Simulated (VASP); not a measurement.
# C (R-3m) in VASP: notebook

C is run at these levels: PBE; tasks: single point.

All numbers are computed with VASP 6.6.1; they aren't measurements. Logs are shortened: lines on timing, memory, paths and dates and some standing lists are left out, and cuts for length are marked.

## Step 1: The cell of the first run

The structure is trigonal, space group R-3m (No. 166). Conventional cell: a = 2.467 Å, b = 2.467 Å, c = 25.984 Å, α = 90.00°, β = 90.00°, γ = 120.00°. C (site symmetry 3m) has 3 C at 1.42 Å within 1.9 Å. C (site symmetry 3m) has 3 C at 1.42 Å within 1.9 Å.

## Step 2: Single point, PBE (strain along c alone, the other axes held: +1.0 %, then relaxed in part)

INCAR

```
SYSTEM = C
PREC = Accurate ; ENCUT = 520
EDIFF = 1E-6 ; ISMEAR = 0
SIGMA = 0.01 ; LREAL = .FALSE.
LASPH = .TRUE. ; NELM = 100
ALGO = Normal ; ISIF = 2
LWAVE = .FALSE. ; LCHARG = .FALSE.
GGA = PE ; NBANDS = 36
```

KPOINTS

```
Automatic mesh
0
G
  18 18 2
  0 0 0
```

POSCAR

```
C
1.0
    2.4665162697      0.0000000000      0.0000000000
   -1.2332581348      2.1360657484      0.0000000000
    0.0000000000      0.0000000000     25.9842775983
C
12
Direct
    0.0000000000      0.0000000000      0.9175619738
    0.3333333333      0.6666666667      0.9175585647
    0.0000000000      0.0000000000      0.7491081020
    0.3333333333      0.6666666667      0.7491046929
    0.6666666667      0.3333333333      0.2508953071
    0.0000000000      0.0000000000      0.2508918980
    0.6666666667      0.3333333333      0.0824414353
    0.0000000000      0.0000000000      0.0824380262
    0.3333333333      0.6666666667      0.5842286405
    0.6666666667      0.3333333333      0.5842252313
    0.3333333333      0.6666666667      0.4157747687
    0.6666666667      0.3333333333      0.4157713595
```

Potentials or basis: VASP PAW PBE potentials, release 64 (C).

Command:

```sh
$ cat potpaw_PBE.64/C/POTCAR > POTCAR
$ mpirun -np 1 vasp_std > vasp.out
```

OUTCAR:

```text
SYSTEM = C
   PREC = Accurate
   ENCUT = 520
   EDIFF = 1E-6
   ISMEAR = 0
   LREAL = .FALSE.
   LASPH = .TRUE.
   NELM = 100
   ISIF = 2
   GGA = PE

 ion  position               nearest neighbor table
   1  0.000  0.000  0.918-   2 1.42   2 1.42   2 1.42
   2  0.333  0.667  0.918-   1 1.42   1 1.42   1 1.42
   3  0.000  0.000  0.749-   4 1.42   4 1.42   4 1.42
   4  0.333  0.667  0.749-   3 1.42   3 1.42   3 1.42
   5  0.667  0.333  0.251-   6 1.42   6 1.42   6 1.42
   6  0.000  0.000  0.251-   5 1.42   5 1.42   5 1.42
   7  0.667  0.333  0.082-   8 1.42   8 1.42   8 1.42
   8  0.000  0.000  0.082-   7 1.42   7 1.42   7 1.42
   9  0.333  0.667  0.584-  10 1.42  10 1.42  10 1.42
  10  0.667  0.333  0.584-   9 1.42   9 1.42   9 1.42
  11  0.333  0.667  0.416-  12 1.42  12 1.42  12 1.42
  12  0.667  0.333  0.416-  11 1.42  11 1.42  11 1.42

  LATTYP: Found a hexagonal cell.
 ALAT       =     2.4665162697
 C/A-ratio  =    10.5348089196

  Lattice vectors:

 A1 = (   2.4665162697,   0.0000000000,   0.0000000000)
 A2 = (  -1.2332581348,   2.1360657484,   0.0000000000)
 A3 = (   0.0000000000,   0.0000000000,  25.9842775983)

Analysis of symmetry for initial positions (statically):
=====================================================================
 Subroutine PRICEL returns following result:

  LATTYP: Found a trigonal (rhomboedric) cell.
 ALAT       =     8.7777103424
 COS(alpha) =     0.9605201511

  Lattice vectors:

 A1 = (   1.2332581347,  -0.7120219161,  -8.6614258652)
 A2 = (  -1.2332581346,  -0.7120219163,  -8.6614258678)
 A3 = (  -0.0000000001,   1.4240438323,  -8.6614258652)

   3 primitive cells build up your supercell.

 Routine SETGRP: Setting up the symmetry group for a
 hexagonal supercell.

 Subroutine GETGRP returns: Found 12 space group operations
 (whereof 12 operations were pure point group operations)
 out of a pool of 24 trial point group operations.

The static configuration has the point symmetry D_3d.

Analysis of symmetry for dynamics (positions and initial velocities):
=====================================================================
 Subroutine PRICEL returns following result:

  LATTYP: Found a trigonal (rhomboedric) cell.
 ALAT       =     8.7777103424
 COS(alpha) =     0.9605201511

  Lattice vectors:

 A1 = (   1.2332581347,  -0.7120219161,  -8.6614258652)
 A2 = (  -1.2332581346,  -0.7120219163,  -8.6614258678)
 A3 = (  -0.0000000001,   1.4240438323,  -8.6614258652)

   3 primitive cells build up your supercell.

 Routine SETGRP: Setting up the symmetry group for a
 hexagonal supercell.

 Subroutine GETGRP returns: Found 12 space group operations
 (whereof 12 operations were pure point group operations)
 out of a pool of 24 trial point group operations.

The dynamic configuration has the point symmetry D_3d.

 Subroutine INISYM returns: Found 12 space group operations
 (whereof 12 operations are pure point group operations),
 and found     3 'primitive' translations

----------------------------------------------------------------------------------------

                                     Primitive cell

  volume of cell :      45.6339

  direct lattice vectors                    reciprocal lattice vectors
     1.233258135 -0.712021916 -8.661425865     0.405430125 -0.234075192 -0.038484811
    -1.233258135 -0.712021916 -8.661425868    -0.405430125 -0.234075192 -0.038484811
    -0.000000000  1.424043832 -8.661425865     0.000000000  0.468150384 -0.038484811

  length of vectors
     8.777710342  8.777710345  8.777710342     0.469729563  0.469729563  0.469729563

  position of ions in fractional coordinates (direct lattice)
     0.082438026  0.082438026  0.082438026
     0.749108102  0.749108102  0.749108102
     0.250891898  0.250891898  0.250891898
     0.917561974  0.917561974  0.917561974

  ion indices of the primitive-cell ions
   primitive index   ion index
                 1           1
                 2           6
                 3           3
                 4           8

----------------------------------------------------------------------------------------

 KPOINTS: Automatic mesh

Automatic generation of k-mesh.
 Grid dimensions read from file:
 generate k-points for:   18   18    2

 Generating k-lattice:

  Cartesian coordinates                     Fractional coordinates (reciprocal lattice)
     0.022523896  0.013004177  0.000000000     0.055555556  0.000000000  0.000000000
     0.000000000  0.026008355  0.000000000     0.000000000  0.055555556  0.000000000
     0.000000000  0.000000000  0.019242405     0.000000000  0.000000000  0.500000000

  Length of vectors
     0.026008355  0.026008355  0.019242405

  Shift w.r.t. Gamma in fractional coordinates (k-lattice)
     0.000000000  0.000000000  0.000000000

 Subroutine IBZKPT returns following result:
 ===========================================

 Found     74 irreducible k-points:

 Following reciprocal coordinates:
            Coordinates               Weight
  0.000000  0.000000  0.000000      1.000000
  0.055556 -0.000000  0.000000      6.000000
  0.111111 -0.000000  0.000000      6.000000
  0.166667  0.000000  0.000000      6.000000
  0.222222  0.000000  0.000000      6.000000
  0.277778 -0.000000  0.000000      6.000000
[... 16 lines left out ...]
  0.333333  0.111111  0.000000     12.000000
  0.388889  0.111111  0.000000     12.000000
 [... further k-points ...]
   k-points           NKPTS =     74   k-points in BZ     NKDIM =     74   number of bands    NBANDS=     36
   number of dos      NEDOS =    301   number of ions     NIONS =     12
   total plane-waves  NPLWV =  63504
   dimension x,y,z NGX =    18 NGY =   18 NGZ =  196
   dimension x,y,z NGXF=    36 NGYF=   36 NGZF=  392
   ions per type =              12
   NGX,Y,Z   is equivalent  to a cutoff of  12.13, 12.13, 12.54 a.u.
   NGXF,Y,Z  is equivalent  to a cutoff of  24.26, 24.26, 25.08 a.u.
 SYSTEM =  C
   PREC   = accura    normal or accurate (medium, high low for compatibility)
   ISTART =      0    job   : 0-new  1-cont  2-samecut
   ICHARG =      2    charge: 1-file 2-atom 10-const
   ISPIN  =      1    spin polarized calculation?
   LNONCOLLINEAR =      F non collinear calculations
   LSORBIT =      F    spin-orbit coupling
   LASPH  =      T    aspherical Exc in radial PAW
   ENCUT  =  520.0 eV  38.22 Ry    6.18 a.u.   4.59  4.59 48.31*2*pi/ulx,y,z
   NELM   =    100;   NELMIN=  2; NELMDL= -5     # of ELM steps
   EDIFF  = 0.1E-05   stopping-criterion for ELM
   LREAL  =      F    real-space projection
   EDIFFG = 0.1E-04   stopping-criterion for IOM
   NSW    =      0    number of steps for IOM
   IBRION =     -1    ionic relax: 0-MD 1-quasi-New 2-CG
   NFREE  =      0    steps in history (QN), initial steepest desc. (CG)
   ISIF   =      2    stress and relaxation
   ISYM   =      2    0-nonsym 1-usesym 2-fastsym
   POTIM  = 0.5000    time-step for ionic-motion
   TEBEG  =    0.0;   TEEND  =   0.0 temperature during run
   PSTRESS=    0.0 pullay stress
   NELECT =      48.0000    total number of electrons
   NUPDOWN=      -1.0000    fix difference up-down
   EMIN   =  10.00;   EMAX   =-10.00  energy-range for DOS
   EFERMI =   0.00;   METHOD = LEGACY
   ISMEAR =     0;   SIGMA  =   0.01  broadening in eV -4-tet -1-fermi 0-gaus
   EFERMI_NEDOS =   21; number of points for ismear=-14 and -15
   IALGO  =     38    algorithm
   IMIX   =      4    mixing-type and parameters
     AMIX     =   0.40;   BMIX     =  1.00
     AMIX_MAG =   1.60;   BMIX_MAG =  1.00
  volume/ion in A,a.u.               =      11.41        76.99
  Fermi-wavevector in a.u.,A,eV,Ry     =   1.154389  2.181479 18.131312  1.332614
  Thomas-Fermi vector in A             =   2.291026
   LORBIT       =      0    0 simple, 1 ext, 2 COOP (PROOUT), +10 PAW based schemes
   GGA     = PE    functional components
   LHFCALC =     F    Hartree Fock is set to
   AEXX    =    0.0000 exact exchange contribution
   IVDW    =     0    specifies the selected vdW correction
   LEPSILON=     F    determine dielectric tensor
   LRPA    =     F    only Hartree local field effects (RPA)
 non-spin polarized calculation
 Gauss-broadening in eV      SIGMA  =   0.01
  energy-cutoff  :      520.00
  volume of cell :      136.90
 maximum number of plane-waves:      3740
   NGX =  9   NGY =  9   NGZ = 97

 number of electron      47.9999985 magnetization

 Free energy of the ion-electron system (eV)
  ---------------------------------------------------
  ext. energy  EPLUGINS =         0.00000000
  ---------------------------------------------------
  free energy    TOTEN  =      -110.71107308 eV

  energy without entropy =     -110.71107307  energy(sigma->0) =     -110.71107307

 E-fermi :   2.6837     XC(G=0):  -8.6234

 val. band max:        2.6531273757   @ k =   0.3333   0.3333   0.5000
 cond. band min:       2.7141812235   @ k =   0.3333   0.3333   0.0000
 fundamental gap:      0.0610538479
 Fermi energy:         2.6836539113

 k-point     1 :       0.0000    0.0000    0.0000
  band No.  band energies     occupation
      1     -16.8466      2.00000
      2     -16.8392      2.00000
      3     -16.8392      2.00000
      4     -16.8234      2.00000
      5     -16.8234      2.00000
      6     -16.8158      2.00000
[... 28 lines left out ...]
     35      10.9893      0.00000
     36      10.9896      0.00000

 k-point     2 :       0.0556   -0.0000    0.0000
  band No.  band energies     occupation
      1     -16.7737      2.00000
      2     -16.7662      2.00000
      3     -16.7662      2.00000
      4     -16.7506      2.00000
      5     -16.7506      2.00000
      6     -16.7430      2.00000
[... 850 lines left out ...]
 k-point    24 :       0.3889    0.1111    0.0000
  band No.  band energies     occupation
      1     -12.1596      2.00000
      2     -12.1550      2.00000
      3     -12.1546      2.00000
      4     -12.1450      2.00000
      5     -12.1447      2.00000
      6     -12.1400      2.00000
[... 28 lines left out ...]
     35      11.3313      0.00000
     36      11.3480      0.00000

 [... further k-points ...]

------------------------ aborting loop because EDIFF is reached ----------------------------------------

  FORCE on cell =-STRESS in cart. coord.  units (eV):
  Direction    XX          YY          ZZ          XY          YZ          ZX
  --------------------------------------------------------------------------------------
  -------------------------------------------------------------------------------------
  Total        0.4672056      0.4672056     -0.0355389      0.0000000      0.0000000      0.0000000
  in kB        5.4677590      5.4677590     -0.4159154      0.0000000      0.0000000      0.0000000
  external PRESSURE =       3.5065342 kB  Pullay stress =       0.0000000 kB

 VOLUME and BASIS-vectors are now :
 -----------------------------------------------------------------------------
  energy-cutoff  :      520.00
  volume of cell :      136.90
      direct lattice vectors                 reciprocal lattice vectors
     2.466516270  0.000000000  0.000000000     0.405430125  0.234075192  0.000000000
    -1.233258135  2.136065748  0.000000000     0.000000000  0.468150384  0.000000000
     0.000000000  0.000000000 25.984277598     0.000000000  0.000000000  0.038484811

 POSITION                                       TOTAL-FORCE (eV/Angst)
 -----------------------------------------------------------------------------------
      0.00000      0.00000     23.84219         0.000000      0.000000     -0.000821
     -0.00000      1.42404     23.84210         0.000000      0.000000      0.000741
      0.00000      0.00000     19.46503        -0.000000      0.000000     -0.000741
     -0.00000      1.42404     19.46494        -0.000000     -0.000000      0.000821
      1.23326      0.71202      6.51933         0.000000      0.000000     -0.000821
      0.00000      0.00000      6.51924        -0.000000      0.000000      0.000741
      1.23326      0.71202      2.14218        -0.000000      0.000000     -0.000741
      0.00000      0.00000      2.14209         0.000000     -0.000000      0.000821
     -0.00000      1.42404     15.18076         0.000000      0.000000     -0.000821
      1.23326      0.71202     15.18067        -0.000000      0.000000      0.000741
     -0.00000      1.42404     10.80361        -0.000000     -0.000000     -0.000741
      1.23326      0.71202     10.80352        -0.000000     -0.000000      0.000821
 -----------------------------------------------------------------------------------
    total drift:                                0.000000      0.000000      0.000000

  FREE ENERGIE OF THE ION-ELECTRON SYSTEM (eV)
  ---------------------------------------------------
  free  energy   TOTEN  =      -110.7110730840 eV

  energy  without entropy=     -110.7110730653  energy(sigma->0) =     -110.71107307
```

Wall time 5.2 min (1 thread of Oxide Virtual Turin-like, shared host); peak memory 0.35 GiB.

What came out:

```yaml
Free_energy: -110.7111 eV
Pressure: 0.4 GPa
```

Stress tensor (GPa, compression positive):
```
 0.55  0.00  0.00
 0.00  0.55  0.00
 0.00  0.00 -0.04
```

Caveat: the cell differs from its parent crystal (strain along c alone, the other axes held: +1.0 %, then relaxed in part); this functional lacks dispersion, which binds layers or chains, so the pressure and a relaxed spacing across them are unreliable.

## Step 3: Single point, PBE (strain along c alone, the other axes held: +2.0 %, then relaxed in part)

INCAR

```
  PREC = Accurate
  ENCUT = 520
  EDIFF = 1E-6
  ISMEAR = 0
  SIGMA = 0.01
  LREAL = False
  LASPH = True
  NELM = 80
  ALGO = Normal
  ISIF = 2
  LWAVE = False
  LCHARG = True
  GGA = PE
  LELF = True
  LVHAR = True
  NBANDS = 36
```

KPOINTS

```
regular mesh
0
Gamma
  18 18 2
```

Changes to POSCAR since step 2:

```diff
@@ -4,3 +4,3 @@
    -1.2332581348      2.1360657484      0.0000000000
-    0.0000000000      0.0000000000     25.9842775983
+    0.0000000000      0.0000000000     26.2415476736
 C
```

Potentials or basis: VASP PAW PBE potentials, release 64 (C).

Command:

```sh
$ cat potpaw_PBE.64/C/POTCAR > POTCAR
$ mpirun -np 1 vasp_std > vasp.out
```

It took 5 min on 1 thread of Oxide Virtual Turin-like, shared host; peak memory 0.34 GiB.

It converged, with:

```yaml
Free_energy: -110.7113 eV
Pressure: 0.3 GPa
```

Stress tensor (GPa, compression positive):
```
 0.54  0.00  0.00
 0.00  0.54  0.00
 0.00  0.00 -0.06
```

Caveat: the cell differs from its parent crystal (strain along c alone, the other axes held: +2.0 %, then relaxed in part); this functional lacks dispersion, which binds layers or chains, so the pressure and a relaxed spacing across them are unreliable.
